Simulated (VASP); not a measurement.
# CaO in VASP: further runs, part 3 of 3

VASP 6.6.1. Earlier steps stand in the parts before.

## Step 5: Single point, r2SCAN (strain -4.0%)

The input, POSCAR:

```
CaO
1.0
    0.0000000000      2.3016481058      2.3016481058
    2.3016481058      0.0000000000      2.3016481058
    2.3016481058      2.3016481058      0.0000000000
Ca O
1 1
Direct
    0.0000000000      0.0000000000      0.0000000000
    0.5000000000      0.5000000000      0.5000000000
```

The input, INCAR.step1:

```
SYSTEM = CaO
ALGO     = Normal         ! electronic algorithm
EDIFF    = 1E-4           ! SCF threshold, eV
ENCUT    = 520            ! plane-wave cutoff, eV
GGA      = PE             ! functional
ISMEAR   = 0              ! smearing method
LASPH    = .True.         ! aspherical terms in the spheres
LCHARG   = .False.        ! write CHGCAR
LREAL    = .False.        ! projectors in reciprocal space
LWAVE    = .True.         ! write WAVECAR
NBANDS   = 15             ! bands
NELM     = 80             ! most SCF steps
PREC     = Accurate       ! precision mode
SIGMA    = 0.01           ! smearing width, eV
```

The input, INCAR.step2:

```
SYSTEM = CaO
ALGO     = Normal         ! electronic algorithm
EDIFF    = 1E-7           ! SCF threshold, eV
ENCUT    = 520            ! plane-wave cutoff, eV
ISIF     = 2              ! what is computed and relaxed
ISMEAR   = 0              ! smearing method
ISTART   = 1            
LASPH    = .True.         ! aspherical terms in the spheres
LCHARG   = .True.         ! write CHGCAR
LELF     = .True.         ! ELF
LMIXTAU  = .True.       
LREAL    = .False.        ! projectors in reciprocal space
LVHAR    = .True.       
LWAVE    = .False.        ! write WAVECAR
METAGGA  = R2SCAN         ! meta-GGA
NBANDS   = 15             ! bands
NELM     = 80             ! most SCF steps
PREC     = Accurate       ! precision mode
SIGMA    = 0.01           ! smearing width, eV
```

The input, KPOINTS:

```
k-points
0
Gamma
  10 10 10
  0 0 0
```

Potentials or basis: VASP PAW PBE potentials, release 64 (Ca_sv, O).

On the command line:

```console
$ cat potpaw_PBE.64/Ca_sv/POTCAR potpaw_PBE.64/O/POTCAR > POTCAR
$ cp INCAR.step1 INCAR
$ mpirun -np 1 vasp_std > vasp.out
$ cp INCAR.step2 INCAR
$ mpirun -np 1 vasp_std > vasp.out
```

OUTCAR:

```text
SYSTEM = CaO
   EDIFF = 1E-7
   ENCUT = 520
   ISIF = 2
   ISMEAR = 0
   ISTART = 1
   LASPH = .True.
   LREAL = .False.
   METAGGA = R2SCAN
   NELM = 80
   PREC = Accurate

 ion  position               nearest neighbor table
   1  0.000  0.000  0.000-   2 2.30   2 2.30   2 2.30   2 2.30   2 2.30   2 2.30
   2  0.500  0.500  0.500-   1 2.30   1 2.30   1 2.30   1 2.30   1 2.30   1 2.30

  LATTYP: Found a face centered cubic cell.
 ALAT       =     4.6032962116

  Lattice vectors:

 A1 = (   0.0000000000,   2.3016481058,   2.3016481058)
 A2 = (   2.3016481058,   0.0000000000,   2.3016481058)
 A3 = (   2.3016481058,   2.3016481058,   0.0000000000)

Analysis of symmetry for initial positions (statically):
=====================================================================
 Subroutine PRICEL returns:
 Original cell was already a primitive cell.

 Routine SETGRP: Setting up the symmetry group for a
 face centered cubic supercell.

 Subroutine GETGRP returns: Found 48 space group operations
 (whereof 48 operations were pure point group operations)
 out of a pool of 48 trial point group operations.

The static configuration has the point symmetry O_h .

Analysis of symmetry for dynamics (positions and initial velocities):
[... 169 lines left out ...]
      2     -15.5174      2.00000
      3     -15.5174      2.00000
      4     -15.5173      2.00000
      5     -13.9243      2.00000
      6       2.8015      2.00000
      7       2.8015      2.00000
      8       2.8015      2.00000
      9       9.4101      0.00000
     10       9.9517      0.00000
     11       9.9518      0.00000
     12       9.9518      0.00000
     13      11.7854      0.00000
     14      11.7854      0.00000
[... 401 lines left out ...]
      2     -16.6587      2.00000
      3     -15.8259      2.00000
      4     -15.7796      2.00000
      5     -13.1134      2.00000
      6       1.0473      2.00000
      7       2.2358      2.00000
      8       2.3384      2.00000
      9       7.6957      0.00000
     10      12.2512      0.00000
     11      13.0598      0.00000
     12      13.1983      0.00000
     13      13.3150      0.00000
     14      15.7556      0.00000
     15      21.3716      0.00000

 [... further k-points ...]
[... 5 lines left out ...]
  --------------------------------------------------------------------------------------
  -------------------------------------------------------------------------------------
  Total        3.1107053      3.1107053      3.1107053     -0.0000000      0.0000000      0.0000000
  in kB      204.3726039    204.3726039    204.3726039     -0.0000000      0.0000000      0.0000000
  external PRESSURE =     204.3726039 kB  Pullay stress =       0.0000000 kB

 VOLUME and BASIS-vectors are now :
 -----------------------------------------------------------------------------
  energy-cutoff  :      520.00
  volume of cell :       24.39
      direct lattice vectors                 reciprocal lattice vectors
     0.000000000  2.301648106  2.301648106    -0.217235640  0.217235640  0.217235640
     2.301648106  0.000000000  2.301648106     0.217235640 -0.217235640  0.217235640
     2.301648106  2.301648106  0.000000000     0.217235640  0.217235640 -0.217235640

 POSITION                                       TOTAL-FORCE (eV/Angst)
 -----------------------------------------------------------------------------------
      0.00000      0.00000      0.00000        -0.000000     -0.000000     -0.000000
      2.30165      2.30165      2.30165         0.000000      0.000000      0.000000
 -----------------------------------------------------------------------------------
    total drift:                                0.000000     -0.000000     -0.000000

  FREE ENERGIE OF THE ION-ELECTRON SYSTEM (eV)
  ---------------------------------------------------
  free  energy   TOTEN  =       -19.2556499194 eV

  energy  without entropy=      -19.2556499194  energy(sigma->0) =      -19.25564992
```

OUTCAR.step1:

```text
SYSTEM = CaO
   EDIFF = 1E-4
   ENCUT = 520
   GGA = PE
   ISMEAR = 0
   LASPH = .True.
   LREAL = .False.
[... 652 lines left out ...]
      0.00000      0.00000      0.00000         0.000000      0.000000      0.000000
      2.30165      2.30165      2.30165        -0.000000     -0.000000     -0.000000
 -----------------------------------------------------------------------------------
    total drift:                                0.000000     -0.000000     -0.000000

  FREE ENERGIE OF THE ION-ELECTRON SYSTEM (eV)
  ---------------------------------------------------
  free  energy   TOTEN  =       -12.5647944214 eV

  energy  without entropy=      -12.5647944214  energy(sigma->0) =      -12.56479442
```

OSZICAR.step1:

```text
N       E                     dE             d eps       ncg     rms          rms(c)
DAV:   1     0.125982725308E+03    0.12598E+03   -0.86237E+03  1418   0.112E+03
DAV:   2    -0.949577140226E+01   -0.13548E+03   -0.12695E+03  1683   0.298E+02
DAV:   3    -0.142055830061E+02   -0.47098E+01   -0.46830E+01  1742   0.581E+01
DAV:   4    -0.143219131779E+02   -0.11633E+00   -0.11627E+00  1912   0.817E+00
DAV:   5    -0.143236233551E+02   -0.17102E-02   -0.17102E-02  1686   0.891E-01    0.866E+00
DAV:   6    -0.126216398025E+02    0.17020E+01   -0.47178E+00  1635   0.224E+01    0.327E+00
DAV:   7    -0.125692044206E+02    0.52435E-01   -0.36409E-01  1670   0.658E+00    0.175E+00
DAV:   8    -0.125661081032E+02    0.30963E-02   -0.69046E-02  1858   0.282E+00    0.416E-01
DAV:   9    -0.125642673314E+02    0.18408E-02   -0.49433E-03  1459   0.671E-01    0.105E-01
DAV:  10    -0.125648241485E+02   -0.55682E-03   -0.65955E-04  1656   0.249E-01    0.390E-02
DAV:  11    -0.125647944214E+02    0.29727E-04   -0.67886E-05  1266   0.996E-02
   1 F= -.12564794E+02 E0= -.12564794E+02  d E =-.530324-170
```

Run time: 23 s. Hardware: 1 thread of Intel Xeon 6975P-C (Granite Rapids), shared host; peak memory 0.15 GiB.

Results:

```
Free energy            : -19.2556 eV
Pressure               : 20.4 GPa
Band gap on the k mesh : 4.11 eV, indirect (least direct gap 4.43 eV)
```

Levels at points of the mesh, in eV from the valence-band top:
```csv
k point,band 6,band 7,band 8,band 9,band 10,band 11
"(0.00, 0.00, 0.00)",0.00,0.00,0.00,6.61,7.15,7.15
"(0.50, 0.00, 0.00)",-2.93,-1.49,-1.49,8.33,9.77,9.77
"(0.50, 0.50, 0.00)",-1.18,-0.33,-0.33,4.11,9.78,10.38
```

Caveat: the cell differs from its parent crystal (strain -4.0%); the PAW data sets were made with another functional, which shifts forces and pressure a little.

## Step 6: The runs side by side

| level | cell | k mesh | smearing | gap on the mesh (eV) | pressure (GPa) |
| --- | --- | --- | --- | --- | --- |
| PBE | a = 3.413 Å, angles 59.6°, 2 atoms | 6 × 6 × 6 | gaussian 0.01 eV | 3.62 | 1.9 |
| PBE | a = 3.386 Å, angles 62.1°, 2 atoms | 6 × 6 × 6 | gaussian 0.01 eV | 3.53 | -1.6 |
| PBE | a = 3.255 Å, angles 60.0°, 2 atoms | 10 × 10 × 10 | fermi-dirac 0.02 eV | 3.55 | 22.0 |
| r2SCAN | a = 3.255 Å, angles 60.0°, 2 atoms | 10 × 10 × 10 | gaussian 0.01 eV | 4.11 | 20.4 |

Alike in all rows: task single point; potentials or basis VASP PAW PBE potentials, release 64 (Ca_sv, O); no spin polarisation; cutoff (eV) 520.

Caveats: the PAW data sets were made with another functional, which shifts forces and pressure a little (some runs).

Total energies depend on the potentials used, so only differences within one code and one set of settings carry meaning.
